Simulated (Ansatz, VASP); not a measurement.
One calculation of MgS, two programs

```
Mg S
1.0
     0.00000    2.64124    2.59971
     2.64124    0.00000    2.59971
     2.64124    2.64124    0.00000
Mg S
1 1
Direct
  0.00000 0.00000 0.00000
  0.50000 0.50000 0.50000
```

Change from the starting cell: strained cell.

Alike in both runs: functional PBE; k mesh 6 × 6 × 6; occupations gaussian, width 0.02 eV; no spin polarisation.

Ansatz relaxed the structure, and its values are those at the end. VASP's run is a single point on that final structure, the one shown.

```csv
,VASP,Ansatz
version,VASP 6.6.1,Ansatz 0.2.0
potentials or method,"VASP PAW PBE potentials, release 64 (Mg, S), cutoff 600 eV","scalar-relativistic, plane waves, PAW"
valence electrons in the cell,8,16
```

|  | VASP | Ansatz | Ansatz less VASP |
| --- | --- | --- | --- |
| gap on the k mesh at the Fermi level (eV) | 2.64 | 2.65 | +0.015 |
| least direct gap on the mesh (eV) | 3.46 | 3.47 | +0.012 |
| pressure (GPa) | -1.2 | -1.0 | +0.27 |

The functional is the same, so the differences come from potentials, cutoffs and numerics. VASP's potentials hold 8 valence electrons a cell and Ansatz's 16, so a difference there can come from the potentials and not from the codes. Ansatz's warnings: stress scf threshold loose.
